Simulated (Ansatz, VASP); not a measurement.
**Ir in VASP and in Ansatz**

```
CELL_PARAMETERS angstrom
2.75138 0.00000 0.00000
-1.37569 2.38276 0.00000
0.00000 0.00000 4.46229
ATOMIC_POSITIONS crystal
Ir 0.66667 0.33333 0.75000
Ir 0.33333 0.66667 0.25000
```

Alike in both runs: task single point; functional PBE; k mesh 10 × 10 × 5; occupations fermi-dirac, width 0.3 eV; no spin polarisation.

```csv
,VASP,Ansatz
version,VASP 6.6.1,Ansatz 0.2.0
potentials or method,"VASP PAW PBE potentials, release 64 (Ir), cutoff 520 eV","plane waves, PAW"
valence electrons in the cell,18,34
```

|  | VASP | Ansatz | Ansatz less VASP |
| --- | --- | --- | --- |
| pressure (GPa) | 2.2 | 1.7 | -0.53 |
| traceless stress, the component that is largest in VASP (GPa) | 0.12 | 0.11 | -0.004 |

VASP's potentials hold 18 valence electrons a cell and Ansatz's 34, so a difference there can come from the potentials and not from the codes. Ansatz's warnings: stress scf threshold loose.

Neither program's run includes spin-orbit coupling.
